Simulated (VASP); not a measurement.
# Os (P6/mmm) in VASP: a series of runs

The runs below take Os through single point, with BLYP.

Everything below comes from runs of VASP 6.6.1. Logs are shortened: lines on timing, memory, paths and dates and some standing lists are left out, and cuts for length are marked.

**1. The cell of the first run**

It takes space group P6/mmm (No. 191, hexagonal). Conventional cell: a = 4.200 Å, b = 4.200 Å, c = 2.652 Å, α = 90.00°, β = 90.00°, γ = 120.00°. Os (site symmetry 6/mmm) has 14 Os at 2.65 to 2.76 Å within 3.5 Å. Within 3.2 Å of Os (site symmetry -6m2) lie 11 Os at 2.42 to 2.76 Å.

This isn't the form of Os at room conditions, which is hcp.

**2. Single point, BLYP (13.51 Å³/atom)**

The input, INCAR:

```
PREC = Accurate
ENCUT = 520
EDIFF = 1E-6
ISMEAR = -1
SIGMA = 0.1
LREAL = F
LASPH = T
NELM = 80
ALGO = Normal
ISIF = 2
LWAVE = F
LCHARG = T
GGA = B5
ALDAX = 1.0
AGGAX = 1.0
AGGAC = 1.0
ALDAC = 0.0
LELF = T
LVHAR = T
NBANDS = 19
```

The input, KPOINTS:

```
regular mesh
0
Gamma
  9 9 13
```

The input, POSCAR:

```
Os
1.0
    4.1997676896      0.0000000000      0.0000000000
   -2.0998838448      3.6371055092      0.0000000000
    0.0000000000      0.0000000000      2.6524337442
Os
3
Direct
    1.0000000000      1.0000000000      0.0000000000
    0.3333333333      0.6666666667      0.5000000000
    0.6666666667      0.3333333333      0.5000000000
```

Potentials or basis: VASP PAW PBE potentials, release 64 (Os).

On the command line:

```bash
$ cat potpaw_PBE.64/Os/POTCAR > POTCAR
$ mpirun -np 1 vasp_std > vasp.out
```

OUTCAR:

```text
PREC = Accurate
   ENCUT = 520
   EDIFF = 1E-6
   ISMEAR = -1
   LREAL = F
   LASPH = T
   NELM = 80
   ISIF = 2
   GGA = B5

 ion  position               nearest neighbor table
   1  0.000  0.000  0.000-   2 2.76   3 2.76   2 2.76   3 2.76   3 2.76   3 2.76   2 2.76   2 2.76
                             3 2.76   3 2.76   2 2.76   2 2.76
   2  0.333  0.667  0.500-   3 2.42   3 2.42   3 2.42   1 2.76   1 2.76   1 2.76   1 2.76   1 2.76
                             1 2.76
   3  0.667  0.333  0.500-   2 2.42   2 2.42   2 2.42   1 2.76   1 2.76   1 2.76   1 2.76   1 2.76
                             1 2.76

  LATTYP: Found a hexagonal cell.
 ALAT       =     4.1997676896
 C/A-ratio  =     0.6315667771

  Lattice vectors:

 A1 = (   4.1997676896,   0.0000000000,   0.0000000000)
 A2 = (  -2.0998838448,   3.6371055092,   0.0000000000)
 A3 = (   0.0000000000,   0.0000000000,   2.6524337442)

Analysis of symmetry for initial positions (statically):
=====================================================================
 Subroutine PRICEL returns:
 Original cell was already a primitive cell.

 Routine SETGRP: Setting up the symmetry group for a
 hexagonal supercell.

 Subroutine GETGRP returns: Found 24 space group operations
 (whereof 24 operations were pure point group operations)
 out of a pool of 24 trial point group operations.

The static configuration has the point symmetry D_6h.

Analysis of symmetry for dynamics (positions and initial velocities):
=====================================================================
 Subroutine PRICEL returns:
 Original cell was already a primitive cell.

 Routine SETGRP: Setting up the symmetry group for a
 hexagonal supercell.

 Subroutine GETGRP returns: Found 24 space group operations
 (whereof 24 operations were pure point group operations)
 out of a pool of 24 trial point group operations.

The dynamic configuration has the point symmetry D_6h.

 Subroutine INISYM returns: Found 24 space group operations
 (whereof 24 operations are pure point group operations),
 and found     1 'primitive' translations

----------------------------------------------------------------------------------------

                                     Primitive cell

  volume of cell :      40.5159

  direct lattice vectors                    reciprocal lattice vectors
     4.199767690  0.000000000  0.000000000     0.238108408  0.137471954  0.000000000
    -2.099883845  3.637105509  0.000000000     0.000000000  0.274943907  0.000000000
     0.000000000  0.000000000  2.652433744     0.000000000  0.000000000  0.377012245
[... 86 lines left out ...]
   EDIFF  = 0.1E-05   stopping-criterion for ELM
   LREAL  =      F    real-space projection
   EDIFFG = 0.1E-04   stopping-criterion for IOM
   NSW    =      0    number of steps for IOM
   IBRION =     -1    ionic relax: 0-MD 1-quasi-New 2-CG
   NFREE  =      0    steps in history (QN), initial steepest desc. (CG)
   ISIF   =      2    stress and relaxation
   ISYM   =      2    0-nonsym 1-usesym 2-fastsym
   POTIM  = 0.5000    time-step for ionic-motion
   TEBEG  =    0.0;   TEEND  =   0.0 temperature during run
   PSTRESS=    0.0 pullay stress
   NELECT =      24.0000    total number of electrons
   NUPDOWN=      -1.0000    fix difference up-down
   EMIN   =  10.00;   EMAX   =-10.00  energy-range for DOS
   EFERMI =   0.00;   METHOD = LEGACY
   ISMEAR =    -1;   SIGMA  =   0.10  broadening in eV -4-tet -1-fermi 0-gaus
   EFERMI_NEDOS =   21; number of points for ismear=-14 and -15
   IALGO  =     38    algorithm
   IMIX   =      4    mixing-type and parameters
     AMIX     =   0.40;   BMIX     =  1.00
     AMIX_MAG =   1.60;   BMIX_MAG =  1.00
  volume/ion in A,a.u.               =      13.51        91.14
  Fermi-wavevector in a.u.,A,eV,Ry     =   1.374897  2.598178 25.719642  1.890340
  Thomas-Fermi vector in A             =   2.500281
   LORBIT       =      0    0 simple, 1 ext, 2 COOP (PROOUT), +10 PAW based schemes
   GGA     = B5    functional components
   LHFCALC =     F    Hartree Fock is set to
   AEXX    =    0.0000 exact exchange contribution
   IVDW    =     0    specifies the selected vdW correction
   LEPSILON=     F    determine dielectric tensor
   LRPA    =     F    only Hartree local field effects (RPA)
 non-spin polarized calculation
  energy-cutoff  :      520.00
  volume of cell :       40.52
 maximum number of plane-waves:      1108
 NGX is ok and might be reduce to    32
   NGX = 15   NGY = 15   NGZ =  9

 number of electron      24.0000001 magnetization

 Free energy of the ion-electron system (eV)
  ---------------------------------------------------
  ext. energy  EPLUGINS =         0.00000000
  ---------------------------------------------------
  free energy    TOTEN  =       -27.16396287 eV

  energy without entropy =      -27.09630717  energy(sigma->0) =      -27.13013502

 E-fermi :  10.8839     XC(G=0): -13.5225

 val. band max:       10.8732550412   @ k =   0.2222   0.0000   0.0769
 cond. band min:      10.8957352936   @ k =   0.3333   0.0000   0.0000
 fundamental gap:      0.0224802524
 Fermi energy:        10.8838710583

 k-point     1 :       0.0000    0.0000    0.0000
  band No.  band energies     occupation
      1      -0.4108      2.00000
      2       3.1966      2.00000
      3       6.1609      2.00000
      4       6.4540      2.00000
      5       6.4540      2.00000
      6       6.4774      2.00000
[... 505 lines left out ...]
      6       6.3311      2.00000
[... 11 lines left out ...]
     18      13.3844      0.00000
     19      24.0749      0.00000

 [... further k-points ...]

------------------------ aborting loop because EDIFF is reached ----------------------------------------

  FORCE on cell =-STRESS in cart. coord.  units (eV):
  Direction    XX          YY          ZZ          XY          YZ          ZX
  --------------------------------------------------------------------------------------
  -------------------------------------------------------------------------------------
  Total       16.0236085     16.0236085     13.9545927      0.0000000      0.0000000      0.0000000
  in kB      633.6438092    633.6438092    551.8258440      0.0000000      0.0000000      0.0000000
  external PRESSURE =     606.3711541 kB  Pullay stress =       0.0000000 kB

 VOLUME and BASIS-vectors are now :
 -----------------------------------------------------------------------------
  energy-cutoff  :      520.00
  volume of cell :       40.52
      direct lattice vectors                 reciprocal lattice vectors
     4.199767690  0.000000000  0.000000000     0.238108408  0.137471954  0.000000000
    -2.099883845  3.637105509  0.000000000     0.000000000  0.274943907  0.000000000
     0.000000000  0.000000000  2.652433744     0.000000000  0.000000000  0.377012245

 POSITION                                       TOTAL-FORCE (eV/Angst)
 -----------------------------------------------------------------------------------
      0.00000      0.00000      0.00000        -0.000000      0.000000      0.000000
     -0.00000      2.42474      1.32622        -0.000000      0.000000      0.000000
      2.09988      1.21237      1.32622         0.000000      0.000000      0.000000
 -----------------------------------------------------------------------------------
    total drift:                               -0.000000      0.000000      0.000000

  FREE ENERGIE OF THE ION-ELECTRON SYSTEM (eV)
  ---------------------------------------------------
  free  energy   TOTEN  =       -27.1639628744 eV

  energy  without entropy=      -27.0963071651  energy(sigma->0) =      -27.13013502
```

Wall time 78 s (1 thread of Intel Xeon 8259CL, shared host); peak memory 0.19 GiB.

Results:

```yaml
Free_energy: -27.1640 eV
Pressure: 60.6 GPa
Band_gap_on_the_k_mesh: zero (bands 12 and 13 overlap by 3.07 eV)
```

Stress tensor (GPa, compression positive):
```
63.36  0.00  0.00
 0.00 63.36  0.00
 0.00  0.00 55.18
```

Levels at points of the mesh, in eV from the Fermi level:
| k point | band 10 | band 11 | band 12 | band 13 | band 14 | band 15 |
| --- | --- | --- | --- | --- | --- | --- |
| (0.00, 0.00, 0.00) | -2.69 | -1.84 | -1.84 | -1.78 | -1.78 | 2.64 |

Caveat: the cell stands under pressure; the PAW data sets were made with another functional, which shifts forces and pressure a little; spin-orbit coupling is left out, which moves the levels of the heavy elements.

**3. Single point, BLYP (14.12 Å³/atom)**

This run uses another cell than the first one, of 14.12 Å³/atom.

The input, INCAR:

```
AGGAC = 1.0
AGGAX = 1.0
ALDAC = 0.0
ALDAX = 1.0
ALGO = Normal
EDIFF = 1E-6
ENCUT = 520
GGA = B5
ISIF = 2
ISMEAR = -1
LASPH = T
LCHARG = T
LELF = T
LREAL = F
LVHAR = T
LWAVE = F
NBANDS = 19
NELM = 100
PREC = Accurate
SIGMA = 0.1
```

The input, KPOINTS:

```
k-points
0
Gamma
  9 9 13
```

The input, POSCAR:

```
Os
1.0
    4.2624600322      0.0000000000      0.0000000000
   -2.1312300161      3.6913986705      0.0000000000
    0.0000000000      0.0000000000      2.6920281450
Os
3
Direct
    1.0000000000      1.0000000000      0.0000000000
    0.3333333333      0.6666666667      0.5000000000
    0.6666666667      0.3333333333      0.5000000000
```

Potentials or basis: VASP PAW PBE potentials, release 64 (Os).

On the command line:

```bash
$ cat potpaw_PBE.64/Os/POTCAR > POTCAR
$ mpirun -np 1 vasp_std > vasp.out
```

OUTCAR:

```text
EDIFF = 1E-6
   ENCUT = 520
   GGA = B5
   ISIF = 2
   ISMEAR = -1
   LASPH = T
   LREAL = F
   NELM = 100
   PREC = Accurate

 ion  position               nearest neighbor table
   1  0.000  0.000  0.000-   2 2.80   3 2.80   2 2.80   3 2.80   2 2.80   2 2.80   3 2.80   3 2.80
                             3 2.80   3 2.80   2 2.80   2 2.80
   2  0.333  0.667  0.500-   3 2.46   3 2.46   3 2.46   1 2.80   1 2.80   1 2.80   1 2.80   1 2.80
                             1 2.80
   3  0.667  0.333  0.500-   2 2.46   2 2.46   2 2.46   1 2.80   1 2.80   1 2.80   1 2.80   1 2.80
                             1 2.80

  LATTYP: Found a hexagonal cell.
 ALAT       =     4.2624600322
 C/A-ratio  =     0.6315667771

  Lattice vectors:

 A1 = (   4.2624600322,   0.0000000000,   0.0000000000)
 A2 = (  -2.1312300161,   3.6913986705,   0.0000000000)
 A3 = (   0.0000000000,   0.0000000000,   2.6920281450)

Analysis of symmetry for initial positions (statically):
=====================================================================
 Subroutine PRICEL returns:
 Original cell was already a primitive cell.

[... 169 lines left out ...]
  energy without entropy =      -27.64453578  energy(sigma->0) =      -27.68083309

 E-fermi :  10.1720     XC(G=0): -13.2703

 val. band max:       10.1651952786   @ k =   0.2222  -0.0000   0.0769
 cond. band min:      10.1834496987   @ k =   0.3333   0.2222   0.1538
 fundamental gap:      0.0182544201
 Fermi energy:        10.1719742596

 k-point     1 :       0.0000    0.0000    0.0000
  band No.  band energies     occupation
      1      -0.7056      2.00000
      2       2.9558      2.00000
      3       5.7089      2.00000
      4       5.9744      2.00000
      5       5.9744      2.00000
      6       6.0071      2.00000
[... 505 lines left out ...]
      6       5.9144      2.00000
[... 11 lines left out ...]
     18      12.5043      0.00000
     19      22.9646      0.00000

 [... further k-points ...]

------------------------ aborting loop because EDIFF is reached ----------------------------------------

  FORCE on cell =-STRESS in cart. coord.  units (eV):
  Direction    XX          YY          ZZ          XY          YZ          ZX
  --------------------------------------------------------------------------------------
  -------------------------------------------------------------------------------------
  Total       10.0547849     10.0547849      8.7859878      0.0000000     -0.0000000      0.0000000
  in kB      380.3229202    380.3229202    332.3305844      0.0000000     -0.0000000      0.0000000
  external PRESSURE =     364.3254749 kB  Pullay stress =       0.0000000 kB

 VOLUME and BASIS-vectors are now :
 -----------------------------------------------------------------------------
  energy-cutoff  :      520.00
  volume of cell :       42.36
      direct lattice vectors                 reciprocal lattice vectors
     4.262460032  0.000000000  0.000000000     0.234606305  0.135450014  0.000000000
    -2.131230016  3.691398670  0.000000000     0.000000000  0.270900027  0.000000000
     0.000000000  0.000000000  2.692028145     0.000000000  0.000000000  0.371467142

 POSITION                                       TOTAL-FORCE (eV/Angst)
 -----------------------------------------------------------------------------------
      0.00000      0.00000      0.00000         0.000000      0.000000      0.000000
     -0.00000      2.46093      1.34601         0.000000      0.000000      0.000000
      2.13123      1.23047      1.34601        -0.000000      0.000000      0.000000
 -----------------------------------------------------------------------------------
    total drift:                               -0.000000      0.000000      0.000000

  FREE ENERGIE OF THE ION-ELECTRON SYSTEM (eV)
  ---------------------------------------------------
  free  energy   TOTEN  =       -27.7171303938 eV

  energy  without entropy=      -27.6445357779  energy(sigma->0) =      -27.68083309
```

Run time: 67 s. Hardware: 1 thread of Intel Xeon 8259CL, shared host; peak memory 0.19 GiB.

What came out:

```
Free energy            : -27.7171 eV
Pressure               : 36.4 GPa
Band gap on the k mesh : zero (bands 12 and 13 overlap by 2.86 eV)
```

Caveat: the cell stands under pressure; the PAW data sets were made with another functional, which shifts forces and pressure a little; spin-orbit coupling is left out, which moves the levels of the heavy elements.

**4. Single point, BLYP (14.73 Å³/atom)**

This run uses another cell than the first one, of 14.73 Å³/atom.

The input, INCAR:

```
PREC = Accurate ; ENCUT = 520
EDIFF = 1E-7 ; ISMEAR = -1
SIGMA = 0.1 ; LREAL = F
LASPH = T ; NELM = 60
ALGO = Normal ; ISIF = 2
LWAVE = F ; LCHARG = T
GGA = B5 ; ALDAX = 1.0
AGGAX = 1.0 ; AGGAC = 1.0
ALDAC = 0.0 ; LELF = T
LVHAR = T ; NBANDS = 19
```

The input, KPOINTS:

```
regular mesh
0
Gamma
  9 9 13
```

The input, POSCAR:

```
Os
1.0
    4.3233605463      0.0000000000      0.0000000000
   -2.1616802732      3.7441400628      0.0000000000
    0.0000000000      0.0000000000      2.7304908864
Os
3
Direct
    1.0000000000      1.0000000000      0.0000000000
    0.3333333333      0.6666666667      0.5000000000
    0.6666666667      0.3333333333      0.5000000000
```

On the command line:

```bash
$ cat potpaw_PBE.64/Os/POTCAR > POTCAR
$ mpirun -np 1 vasp_std > vasp.out
```

Run time: 87 s. Hardware: 1 thread of Intel Xeon 8259CL, shared host; peak memory 0.19 GiB.

Results (log left out):

```yaml
Free_energy: -28.0225 eV
Pressure: 17.3 GPa
Band_gap_on_the_k_mesh: zero (bands 12 and 13 overlap by 2.68 eV)
```

Stress tensor (GPa, compression positive):
```
18.00  0.00  0.00
 0.00 18.00  0.00
 0.00  0.00 15.96
```

Levels at points of the mesh, in eV from the Fermi level:
| k point | band 10 | band 11 | band 12 | band 13 | band 14 | band 15 |
| --- | --- | --- | --- | --- | --- | --- |
| (0.00, 0.00, 0.00) | -2.37 | -1.60 | -1.60 | -1.53 | -1.53 | 2.26 |

Caveat: the cell stands under pressure; the PAW data sets were made with another functional, which shifts forces and pressure a little; spin-orbit coupling is left out, which moves the levels of the heavy elements.

[end of part 1 of 2]
